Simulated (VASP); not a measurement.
# Al33N31 (a cell with a defect) in VASP: further runs, part 2 of 2

VASP 6.6.1. The steps go on from the part before.

## 3. Single point, PBEsol

The input, INCAR:

```
  PREC = Accurate
  ENCUT = 520
  EDIFF = 1E-6
  ISMEAR = -1
  SIGMA = 0.05
  LREAL = Auto
  LASPH = T
  NELM = 120
  ALGO = Normal
  ISIF = 2
  LWAVE = F
  LCHARG = T
  GGA = PS
  LELF = T
  LVHAR = T
  ISYM = -1
  NBANDS = 165
  GGA_COMPAT = F
```

The input, KPOINTS:

```
explicit points
1
Reciprocal
  0.25000000   0.25000000   0.25000000 1
```

The input, POSCAR:

```
Al33N31
1.0
    8.7554440000      0.0000000000      0.0000000000
    0.0000000000      8.7554440000      0.0000000000
    0.0000000000      0.0000000000      8.7554440000
Al N
33 31
Direct
    0.0020730000      0.9969050000      0.0019150000
    0.9977100000      0.9960240000      0.4988560000
    0.0073050000      0.4986760000      0.0043110000
    0.0003940000      0.5013140000      0.4991290000
    0.5002090000      0.0089140000      0.0095470000
    0.4994780000      0.0059560000      0.4926770000
    0.5076010000      0.4985800000      0.9999680000
    0.4788710000      0.4799260000      0.4668710000
    0.5591820000      0.5845250000      0.6885480000
    0.2505340000      0.2493680000      0.9995140000
    0.2425060000      0.2435090000      0.4950920000
    0.2545940000      0.7499000000      0.9957510000
    0.2541710000      0.7500510000      0.4981620000
    0.7552780000      0.2433570000      0.0077000000
    0.7508160000      0.2527050000      0.4991460000
    0.7519370000      0.7500110000      0.9965120000
    0.7334090000      0.7517500000      0.5174090000
    0.2479460000      0.9971010000      0.2480270000
    0.2403000000      0.0091460000      0.7498520000
    0.2454290000      0.4986740000      0.2418920000
    0.2500840000      0.4987310000      0.7426100000
    0.7514500000      0.9959360000      0.2523160000
    0.7570680000      0.0055300000      0.7507220000
    0.7509410000      0.5011710000      0.2501500000
    0.7817790000      0.4803970000      0.7696110000
    0.9997580000      0.2477260000      0.2504190000
    0.0063860000      0.2475320000      0.7507550000
    0.9978280000      0.7486340000      0.2522800000
    0.0031040000      0.7494450000      0.7495210000
    0.4991760000      0.2475010000      0.2434660000
    0.5019220000      0.2468580000      0.7479980000
    0.5005140000      0.7493640000      0.2467290000
    0.4972510000      0.8214780000      0.7522720000
    0.1256980000      0.1247000000      0.1245510000
    0.1183920000      0.1240990000      0.6217320000
    0.1276890000      0.6278170000      0.1220400000
    0.1276090000      0.6263130000      0.6226440000
    0.6286890000      0.1240290000      0.1316650000
    0.6274190000      0.1248440000      0.6230730000
    0.6279270000      0.6259670000      0.1229280000
    0.3758150000      0.3763000000      0.1204590000
    0.3665330000      0.3623630000      0.6216900000
    0.3758040000      0.8751270000      0.1224300000
    0.3597730000      0.8990710000      0.6164880000
    0.8787190000      0.3758340000      0.1266700000
    0.8872340000      0.3678940000      0.6237380000
    0.8764610000      0.8733220000      0.1258410000
    0.8765850000      0.8747310000      0.6286310000
    0.3724700000      0.1269970000      0.3679110000
    0.3748110000      0.1244690000      0.8755870000
    0.3659610000      0.6256600000      0.3591660000
    0.3932740000      0.6272650000      0.8577560000
    0.8751250000      0.1235600000      0.3752350000
    0.8823000000      0.1265780000      0.8779350000
    0.8679400000      0.6265310000      0.3827060000
    0.8898790000      0.6254410000      0.8838340000
    0.1241410000      0.3759320000      0.3715830000
    0.1297250000      0.3763510000      0.8747420000
    0.1243860000      0.8734320000      0.3739660000
    0.1280850000      0.8748020000      0.8746000000
    0.6262350000      0.3675850000      0.3633900000
    0.6289460000      0.3619520000      0.8838340000
    0.6221140000      0.8741650000      0.3738510000
    0.6334460000      0.8978110000      0.8907430000
```

Potentials or basis: VASP PAW PBE potentials, release 64 (Al, N).

Run with:

```console
$ cat potpaw_PBE.64/Al/POTCAR potpaw_PBE.64/N/POTCAR > POTCAR
$ mpirun -np 1 vasp_std > vasp.out
```

Wall time 5.3 min (1 thread of Intel Xeon Platinum 8488C (Sapphire Rapids), shared host); peak memory 0.7 GiB.

The run converged. Its results:

* Free energy: -483.5678 eV
* Pressure: 4.8 GPa
* Largest force: 0.046 eV/Å
* Band gap on the k mesh: 1.06 eV

Forces on the atoms (eV/Å):
```
Al   0.003 -0.004  0.001
Al  -0.004 -0.008 -0.002
Al   0.000 -0.010  0.000
Al   0.001 -0.003 -0.001
Al  -0.013 -0.003  0.000
Al   0.002  0.003 -0.004
Al  -0.007  0.000 -0.012
Al  -0.018 -0.016 -0.016
Al  -0.020 -0.029  0.030
Al   0.000 -0.001  0.000
Al  -0.001  0.002 -0.012
Al   0.013 -0.009 -0.011
Al   0.001  0.005  0.002
Al   0.002  0.001  0.000
Al   0.002  0.006  0.002
Al   0.001  0.003 -0.002
Al   0.018  0.003 -0.013
Al   0.003 -0.001 -0.001
Al   0.000  0.003  0.011
Al   0.002 -0.015 -0.004
Al   0.014  0.003  0.006
Al  -0.002 -0.003  0.003
Al   0.001  0.000 -0.003
Al   0.002  0.003  0.001
Al   0.015 -0.017  0.015
Al   0.000 -0.006  0.002
Al   0.000  0.001  0.009
Al  -0.001 -0.005  0.002
Al  -0.001  0.003 -0.002
Al  -0.011  0.007  0.001
Al   0.001  0.011  0.004
Al   0.001  0.007 -0.002
Al  -0.003  0.020  0.002
N    0.001  0.003 -0.001
N    0.000 -0.002  0.000
N   -0.005  0.001  0.007
N   -0.001  0.004 -0.001
N    0.003 -0.001 -0.002
N    0.001 -0.002  0.000
N    0.001  0.005  0.000
N   -0.003  0.000  0.007
N    0.009  0.006  0.001
N    0.004  0.006  0.004
N   -0.007 -0.009 -0.011
N    0.000  0.004 -0.004
N   -0.002  0.000 -0.007
N    0.000  0.004 -0.001
N    0.001 -0.001  0.004
N    0.000  0.004  0.001
N   -0.002 -0.002  0.002
N    0.006  0.011  0.009
N   -0.008  0.002  0.005
N    0.002 -0.002 -0.002
N    0.000  0.003 -0.001
N    0.002 -0.003 -0.002
N   -0.009  0.010 -0.005
N    0.003  0.004 -0.001
N   -0.007  0.000  0.001
N    0.001  0.002  0.002
N   -0.004  0.006 -0.003
N    0.007  0.002  0.002
N   -0.002  0.006 -0.009
N   -0.005  0.000 -0.002
N    0.013 -0.009  0.004
```

Stress tensor (GPa, compression positive):
```
 4.35 -1.43  3.31
-1.43  5.68  0.73
 3.31  0.73  4.36
```

Levels at points of the mesh, in eV from the valence-band top:
```csv
k point,band 125,band 126,band 127,band 128,band 129,band 130
"(0.25, 0.25, 0.25)",-2.72,-0.20,0.00,1.06,1.15,1.32
```

Caveat: the PAW data sets were made with another functional, which shifts forces and pressure a little.

## 4. Single point, HSE06

POSCAR is that of step 3.

The input, INCAR.step1:

```
SYSTEM = Al33N31
  PREC = Accurate
  ENCUT = 520
  EDIFF = 1E-5
  ISMEAR = -1
  SIGMA = 0.05
  LREAL = Auto
  LASPH = .TRUE.
  NELM = 120
  ALGO = Normal
  ISIF = 2
  LWAVE = .TRUE.
  LCHARG = .FALSE.
  NBANDS = 165
  GGA = PE
  ISYM = -1
  GGA_COMPAT = .FALSE.
```

The input, INCAR.step2:

```
SYSTEM = Al33N31
  PREC = Accurate
  ENCUT = 520
  EDIFF = 1E-6
  ISMEAR = -1
  SIGMA = 0.05
  LREAL = Auto
  LASPH = .TRUE.
  NELM = 120
  ALGO = Normal
  ISIF = 2
  LWAVE = .FALSE.
  LCHARG = .FALSE.
  GGA = PE
  LHFCALC = .TRUE.
  HFSCREEN = 0.2079
  PRECFOCK = Fast
  NBANDS = 165
  ISTART = 1
  ISYM = -1
  GGA_COMPAT = .FALSE.
```

KPOINTS is that of step 3.

Run with:

```console
$ cat potpaw_PBE.64/Al/POTCAR potpaw_PBE.64/N/POTCAR > POTCAR
$ cp INCAR.step1 INCAR
$ mpirun -np 1 vasp_std > vasp.out
$ cp INCAR.step2 INCAR
$ mpirun -np 1 vasp_std > vasp.out
```

Run time: 26 min. Hardware: 1 thread of Intel Xeon Platinum 8488C (Sapphire Rapids), shared host; peak memory 0.97 GiB.

The run converged. Its results:

```
Free energy            : -539.0230 eV
Pressure               : 2.9 GPa
Largest force          : 0.249 eV/Å
Band gap on the k mesh : 1.90 eV
```

Forces in eV/Å, atoms in the order of the input:
```
Al  -0.010  0.007  0.008
Al  -0.002  0.010  0.005
Al  -0.018  0.069 -0.008
Al  -0.016 -0.011  0.005
Al   0.075 -0.013 -0.005
Al  -0.022 -0.013 -0.017
Al   0.046 -0.044 -0.017
Al   0.055  0.090  0.137
Al   0.151  0.166 -0.109
Al   0.019  0.020 -0.019
Al   0.018  0.018  0.047
Al  -0.044  0.062  0.040
Al  -0.040  0.037 -0.032
Al  -0.063  0.026 -0.028
Al   0.022 -0.021 -0.007
Al   0.032  0.027  0.034
Al  -0.001  0.120 -0.004
Al   0.001  0.007  0.019
Al   0.014 -0.013 -0.069
Al   0.007  0.068  0.023
Al   0.014 -0.038 -0.024
Al  -0.016  0.011  0.009
Al   0.017 -0.008  0.037
Al  -0.002 -0.005  0.017
Al  -0.136  0.079 -0.049
Al  -0.009  0.012  0.016
Al  -0.018 -0.011 -0.051
Al   0.003  0.043  0.005
Al  -0.021  0.008  0.016
Al   0.066 -0.014  0.015
Al  -0.001 -0.012  0.026
Al   0.000  0.016  0.028
Al   0.119 -0.102 -0.104
N    0.006 -0.011 -0.008
N    0.030  0.000  0.050
N    0.012 -0.079 -0.008
N    0.028 -0.021  0.023
N   -0.049 -0.006 -0.023
N   -0.015  0.008  0.005
N   -0.034 -0.017 -0.026
N   -0.029 -0.007  0.007
N   -0.086 -0.076 -0.042
N   -0.001  0.002 -0.027
N    0.054 -0.027  0.134
N    0.022 -0.018 -0.005
N    0.013 -0.015  0.075
N    0.018  0.007  0.018
N    0.020  0.023  0.012
N    0.001 -0.005 -0.011
N   -0.036 -0.008  0.024
N   -0.026 -0.082 -0.036
N   -0.040 -0.043  0.015
N    0.016 -0.018 -0.020
N    0.010  0.000 -0.010
N    0.007 -0.065 -0.017
N    0.039 -0.076  0.019
N   -0.004 -0.019 -0.025
N   -0.008 -0.012  0.013
N   -0.016  0.004 -0.022
N    0.021  0.008 -0.007
N   -0.077 -0.005 -0.026
N    0.033 -0.059  0.076
N   -0.019  0.030 -0.024
N   -0.132 -0.002 -0.080
```

Stress tensor (GPa, compression positive):
```
 2.41 -1.38  3.54
-1.38  3.92  0.75
 3.54  0.75  2.43
```

Levels at points of the mesh, in eV from the valence-band top:
| k point | band 124 | band 125 | band 126 | band 127 | band 128 | band 129 | band 130 | band 131 |
| --- | --- | --- | --- | --- | --- | --- | --- | --- |
| (0.25, 0.25, 0.25) | -3.32 | -3.15 | -0.21 | 0.00 | 1.90 | 2.03 | 2.18 | 2.43 |

Caveat: the PAW data sets were made with another functional, which shifts forces and pressure a little.
